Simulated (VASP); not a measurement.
# OsPt7 (Fm-3m) in VASP: single point with r2SCAN

Aim: the single point of OsPt7 with r2SCAN.

Everything below comes from runs of VASP 6.6.1. Logs are shortened: lines on timing, memory, paths and dates and some standing lists are left out, and cuts for length are marked.

## (1) The cell of the first run

It takes space group Fm-3m (No. 225, cubic). Conventional cell: a = 7.780 Å, b = 7.780 Å, c = 7.780 Å, α = 90.00°, β = 90.00°, γ = 90.00°. Within 3.6 Å of Pt (site symmetry m-3m) lie 12 Pt at 2.75 Å. Pt (site symmetry mmm) has 10 Pt at 2.75 Å and 2 Os at 2.75 Å within 3.6 Å. Within 3.6 Å of Os (site symmetry m-3m) lie 12 Pt at 2.75 Å.

## (2) Single point, r2SCAN

Input file POSCAR:

```
OsPt7
1.0
    0.0000000000      3.8901860000      3.8901860000
    3.8901860000      0.0000000000      3.8901860000
    3.8901860000      3.8901860000      0.0000000000
Pt Os
7 1
Direct
    0.5000000000      0.5000000000      0.5000000000
    0.5000000000      0.0000000000      0.0000000000
    0.5000000000      0.0000000000      0.5000000000
    0.0000000000      0.5000000000      0.5000000000
    0.0000000000      0.5000000000      0.0000000000
    0.5000000000      0.5000000000      0.0000000000
    0.0000000000      0.0000000000      0.5000000000
    0.0000000000      0.0000000000      0.0000000000
```

Input file INCAR.step1:

```
SYSTEM = OsPt7
PREC = Accurate
ENCUT = 520
ISMEAR = 1
SIGMA = 0.0389
LREAL = .FALSE.
LASPH = .TRUE.
NELM = 100
NBANDS = 49
GGA = PE
ALGO = Normal
EDIFF = 1E-4
LWAVE = .TRUE.
LCHARG = .FALSE.
```

Input file INCAR.step2:

```
SYSTEM = OsPt7
PREC = Accurate
ENCUT = 520
EDIFF = 1E-7
ISMEAR = 1
SIGMA = 0.0389
LREAL = .FALSE.
LASPH = .TRUE.
NELM = 100
ALGO = Normal
ISIF = 2
LWAVE = .FALSE.
LCHARG = .FALSE.
METAGGA = R2SCAN
LMIXTAU = .TRUE.
NBANDS = 49
ISTART = 1
```

Input file KPOINTS:

```
Automatic mesh
0
G
  6 6 6
  0 0 0
```

Potentials or basis: VASP PAW PBE potentials, release 64 (Pt, Os).

Command:

```
$ cat potpaw_PBE.64/Pt/POTCAR potpaw_PBE.64/Os/POTCAR > POTCAR
$ cp INCAR.step1 INCAR
$ mpirun -np 1 vasp_std > vasp.out
$ cp INCAR.step2 INCAR
$ mpirun -np 1 vasp_std > vasp.out
```

OUTCAR:

```text
SYSTEM = OsPt7
   PREC = Accurate
   ENCUT = 520
   EDIFF = 1E-7
   ISMEAR = 1
   LREAL = .FALSE.
   LASPH = .TRUE.
   NELM = 100
   ISIF = 2
   METAGGA = R2SCAN
   ISTART = 1

 ion  position               nearest neighbor table
   1  0.500  0.500  0.500-   3 2.75   4 2.75   6 2.75   2 2.75   5 2.75   6 2.75   2 2.75   3 2.75
                             7 2.75   4 2.75   5 2.75   7 2.75
   2  0.500  0.000  0.000-   3 2.75   6 2.75   8 2.75   1 2.75   3 2.75   7 2.75   1 2.75   5 2.75
                             6 2.75   5 2.75   7 2.75   8 2.75
   3  0.500  0.000  0.500-   1 2.75   2 2.75   7 2.75   2 2.75   6 2.75   8 2.75   1 2.75   4 2.75
                             6 2.75   4 2.75   7 2.75   8 2.75
   4  0.000  0.500  0.500-   1 2.75   5 2.75   7 2.75   5 2.75   6 2.75   8 2.75   3 2.75   7 2.75
                             8 2.75   1 2.75   3 2.75   6 2.75
   5  0.000  0.500  0.000-   4 2.75   6 2.75   8 2.75   1 2.75   4 2.75   7 2.75   2 2.75   7 2.75
                             8 2.75   1 2.75   2 2.75   6 2.75
   6  0.500  0.500  0.000-   1 2.75   2 2.75   5 2.75   1 2.75   3 2.75   4 2.75   2 2.75   3 2.75
                             8 2.75   4 2.75   5 2.75   8 2.75
   7  0.000  0.000  0.500-   3 2.75   4 2.75   8 2.75   2 2.75   5 2.75   8 2.75   1 2.75   4 2.75
                             5 2.75   1 2.75   2 2.75   3 2.75
   8  0.000  0.000  0.000-   2 2.75   5 2.75   7 2.75   3 2.75   4 2.75   7 2.75   4 2.75   5 2.75
                             6 2.75   2 2.75   3 2.75   6 2.75

  LATTYP: Found a face centered cubic cell.
 ALAT       =     7.7803720000

  Lattice vectors:

 A1 = (   0.0000000000,   3.8901860000,   3.8901860000)
 A2 = (   3.8901860000,   0.0000000000,   3.8901860000)
 A3 = (   3.8901860000,   3.8901860000,   0.0000000000)

Analysis of symmetry for initial positions (statically):
=====================================================================
 Subroutine PRICEL returns:
 Original cell was already a primitive cell.

 Routine SETGRP: Setting up the symmetry group for a
 face centered cubic supercell.

 Subroutine GETGRP returns: Found 48 space group operations
 (whereof 48 operations were pure point group operations)
 out of a pool of 48 trial point group operations.

The static configuration has the point symmetry O_h .

Analysis of symmetry for dynamics (positions and initial velocities):
=====================================================================
 Subroutine PRICEL returns:
 Original cell was already a primitive cell.

 Routine SETGRP: Setting up the symmetry group for a
 face centered cubic supercell.

 Subroutine GETGRP returns: Found 48 space group operations
 (whereof 48 operations were pure point group operations)
 out of a pool of 48 trial point group operations.

The dynamic configuration has the point symmetry O_h .

 Subroutine INISYM returns: Found 48 space group operations
 (whereof 48 operations are pure point group operations),
 and found     1 'primitive' translations

----------------------------------------------------------------------------------------

                                     Primitive cell

  volume of cell :     117.7446

  direct lattice vectors                    reciprocal lattice vectors
     0.000000000  3.890186000  3.890186000    -0.128528559  0.128528559  0.128528559
     3.890186000  0.000000000  3.890186000     0.128528559 -0.128528559  0.128528559
     3.890186000  3.890186000  0.000000000     0.128528559  0.128528559 -0.128528559

  length of vectors
     5.501553801  5.501553801  5.501553801     0.222617994  0.222617994  0.222617994

  position of ions in fractional coordinates (direct lattice)
     0.500000000  0.500000000  0.500000000
     0.500000000  0.000000000  0.000000000
     0.500000000  0.000000000  0.500000000
     0.000000000  0.500000000  0.500000000
     0.000000000  0.500000000  0.000000000
     0.500000000  0.500000000  0.000000000
     0.000000000  0.000000000  0.500000000
     0.000000000  0.000000000  0.000000000

  ion indices of the primitive-cell ions
   primitive index   ion index
                 1           1
                 2           2
                 3           3
                 4           4
                 5           5
                 6           6
                 7           7
                 8           8

----------------------------------------------------------------------------------------

 KPOINTS: Automatic mesh

Automatic generation of k-mesh.
 Grid dimensions read from file:
 generate k-points for:    6    6    6

 Generating k-lattice:

  Cartesian coordinates                     Fractional coordinates (reciprocal lattice)
    -0.021421426  0.021421426  0.021421426     0.166666667  0.000000000  0.000000000
     0.021421426 -0.021421426  0.021421426     0.000000000  0.166666667  0.000000000
     0.021421426  0.021421426 -0.021421426     0.000000000  0.000000000  0.166666667

  Length of vectors
     0.037102999  0.037102999  0.037102999

  Shift w.r.t. Gamma in fractional coordinates (k-lattice)
     0.000000000  0.000000000  0.000000000

 Subroutine IBZKPT returns following result:
 ===========================================

 Found     16 irreducible k-points:

 Following reciprocal coordinates:
            Coordinates               Weight
  0.000000  0.000000  0.000000      1.000000
  0.166667  0.000000  0.000000      8.000000
  0.333333  0.000000  0.000000      8.000000
  0.500000  0.000000  0.000000      4.000000
  0.166667  0.166667  0.000000      6.000000
  0.333333  0.166667  0.000000     24.000000
[... 8 lines left out ...]
 -0.333333  0.333333  0.166667     24.000000
 -0.333333  0.500000  0.166667     12.000000
   k-points           NKPTS =     16   k-points in BZ     NKDIM =     16   number of bands    NBANDS=     49
   number of dos      NEDOS =    301   number of ions     NIONS =      8
   total plane-waves  NPLWV =  74088
   dimension x,y,z NGX =    42 NGY =   42 NGZ =   42
   dimension x,y,z NGXF=    84 NGYF=   84 NGZF=   84
   ions per type =               7   1
   NGX,Y,Z   is equivalent  to a cutoff of  12.69, 12.69, 12.69 a.u.
   NGXF,Y,Z  is equivalent  to a cutoff of  25.38, 25.38, 25.38 a.u.
 SYSTEM =  OsPt7
   PREC   = accura    normal or accurate (medium, high low for compatibility)
   ISTART =      1    job   : 0-new  1-cont  2-samecut
   ICHARG =      0    charge: 1-file 2-atom 10-const
   ISPIN  =      1    spin polarized calculation?
   LNONCOLLINEAR =      F non collinear calculations
   LSORBIT =      F    spin-orbit coupling
   LASPH  =      T    aspherical Exc in radial PAW
   ENCUT  =  520.0 eV  38.22 Ry    6.18 a.u.  10.23 10.23 10.23*2*pi/ulx,y,z
   NELM   =    100;   NELMIN=  2; NELMDL=  0     # of ELM steps
   EDIFF  = 0.1E-06   stopping-criterion for ELM
   LREAL  =      F    real-space projection
   EDIFFG = 0.1E-05   stopping-criterion for IOM
   NSW    =      0    number of steps for IOM
   IBRION =     -1    ionic relax: 0-MD 1-quasi-New 2-CG
   NFREE  =      0    steps in history (QN), initial steepest desc. (CG)
   ISIF   =      2    stress and relaxation
   ISYM   =      2    0-nonsym 1-usesym 2-fastsym
   POTIM  = 0.5000    time-step for ionic-motion
   TEBEG  =    0.0;   TEEND  =   0.0 temperature during run
   PSTRESS=    0.0 pullay stress
   NELECT =      78.0000    total number of electrons
   NUPDOWN=      -1.0000    fix difference up-down
   EMIN   =  10.00;   EMAX   =-10.00  energy-range for DOS
   EFERMI =   0.00;   METHOD = LEGACY
   ISMEAR =     1;   SIGMA  =   0.04  broadening in eV -4-tet -1-fermi 0-gaus
   EFERMI_NEDOS =   21; number of points for ismear=-14 and -15
   IALGO  =     38    algorithm
   IMIX   =      4    mixing-type and parameters
     AMIX     =   0.40;   BMIX     =  1.00
     AMIX_MAG =   1.60;   BMIX_MAG =  1.00
  volume/ion in A,a.u.               =      14.72        99.32
  Fermi-wavevector in a.u.,A,eV,Ry     =   1.427116  2.696859 27.710450  2.036661
  Thomas-Fermi vector in A             =   2.547320
   LORBIT       =      0    0 simple, 1 ext, 2 COOP (PROOUT), +10 PAW based schemes
   METAGGA = R2SCAN    functional components
   LHFCALC =     F    Hartree Fock is set to
   AEXX    =    0.0000 exact exchange contribution
   IVDW    =     0    specifies the selected vdW correction
   LEPSILON=     F    determine dielectric tensor
   LRPA    =     F    only Hartree local field effects (RPA)
 non-spin polarized calculation
 Methfessel and Paxton  Order N= 1 SIGMA  =   0.04
  energy-cutoff  :      520.00
  volume of cell :      117.74
 maximum number of plane-waves:      3218
 NGX is ok and might be reduce to    42
   NGX = 21   NGY = 21   NGZ = 21

 number of electron      78.0000000 magnetization

 Free energy of the ion-electron system (eV)
  ---------------------------------------------------
  ext. energy  EPLUGINS =         0.00000000
  ---------------------------------------------------
  free energy    TOTEN  =      -412.60652379 eV

  energy without entropy =     -412.60635401  energy(sigma->0) =     -412.60646720

 E-fermi :  11.1702     XC(G=0): -14.8457

 val. band max:       11.1427016341   @ k =  -0.3333   0.5000   0.1667
 cond. band min:      11.1736522879   @ k =  -0.1667   0.1667   0.0000
 fundamental gap:      0.0309506538
 Fermi energy:        11.1702310908

 k-point     1 :       0.0000    0.0000    0.0000
  band No.  band energies     occupation
      1       0.3010      2.00000
      2       3.2645      2.00000
      3       3.2645      2.00000
      4       3.2645      2.00000
      5       3.2803      2.00000
      6       3.4771      2.00000
[... 41 lines left out ...]
     48      13.0407      0.00000
     49      17.7691      0.00000

 k-point     2 :       0.1667    0.0000    0.0000
  band No.  band energies     occupation
      1       0.6001      2.00000
      2       3.2727      2.00000
      3       3.5072      2.00000
      4       3.5072      2.00000
      5       3.5097      2.00000
      6       3.6583      2.00000
[... 720 lines left out ...]
 k-point    16 :      -0.3333    0.5000    0.1667
  band No.  band energies     occupation
      1       3.4797      2.00000
      2       3.5666      2.00000
      3       4.2044      2.00000
      4       4.2582      2.00000
      5       5.1894      2.00000
      6       5.3400      2.00000
[... 41 lines left out ...]
     48      16.9866      0.00000
     49      20.9635      0.00000

------------------------ aborting loop because EDIFF is reached ----------------------------------------

  FORCE on cell =-STRESS in cart. coord.  units (eV):
  Direction    XX          YY          ZZ          XY          YZ          ZX
  --------------------------------------------------------------------------------------
  -------------------------------------------------------------------------------------
  Total        6.5432942      6.5432942      6.5432942      0.0000000      0.0000000     -0.0000000
  in kB       89.0360600     89.0360600     89.0360600      0.0000000      0.0000000     -0.0000000
  external PRESSURE =      89.0360600 kB  Pullay stress =       0.0000000 kB

 VOLUME and BASIS-vectors are now :
 -----------------------------------------------------------------------------
  energy-cutoff  :      520.00
  volume of cell :      117.74
      direct lattice vectors                 reciprocal lattice vectors
     0.000000000  3.890186000  3.890186000    -0.128528559  0.128528559  0.128528559
     3.890186000  0.000000000  3.890186000     0.128528559 -0.128528559  0.128528559
     3.890186000  3.890186000  0.000000000     0.128528559  0.128528559 -0.128528559

 POSITION                                       TOTAL-FORCE (eV/Angst)
 -----------------------------------------------------------------------------------
      3.89019      3.89019      3.89019        -0.000000      0.000000     -0.000000
      0.00000      1.94509      1.94509         0.000000     -0.000000      0.000000
      1.94509      3.89019      1.94509        -0.000000     -0.000000     -0.000000
      3.89019      1.94509      1.94509        -0.000000      0.000000     -0.000000
      1.94509      0.00000      1.94509         0.000000     -0.000000      0.000000
      1.94509      1.94509      3.89019        -0.000000      0.000000     -0.000000
      1.94509      1.94509      0.00000        -0.000000     -0.000000     -0.000000
      0.00000      0.00000      0.00000        -0.000000     -0.000000     -0.000000
 -----------------------------------------------------------------------------------
    total drift:                               -0.000000     -0.000000      0.000000

  FREE ENERGIE OF THE ION-ELECTRON SYSTEM (eV)
  ---------------------------------------------------
  free  energy   TOTEN  =      -412.6065237895 eV

  energy  without entropy=     -412.6063540138  energy(sigma->0) =     -412.60646720
```

It took 10 min on 1 thread of AMD EPYC 7R43 (Zen 3), shared host; peak memory 0.28 GiB.

What came out:

```
Free energy            : -412.6065 eV
Pressure               : 8.9 GPa
Band gap on the k mesh : zero (bands 39 and 40 overlap by 0.83 eV)
```

Levels at points of the mesh, in eV from the Fermi level:
```tsv
k point	band 37	band 38	band 39	band 40	band 41	band 42
(0.00, 0.00, 0.00)	0.16	0.41	0.41	0.41	1.03	1.03
(0.50, 0.00, 0.00)	0.01	0.05	0.11	0.11	1.02	1.02
(0.50, 0.50, 0.00)	-1.13	-1.05	-1.05	-0.24	0.41	0.93
```

Caveat: the cell stands under pressure; the PAW data sets were made with another functional, which shifts forces and pressure a little; spin-orbit coupling is left out, which moves the levels of the heavy elements.

The gap in the log of VASP goes by the Fermi energy; the results here count the filled bands.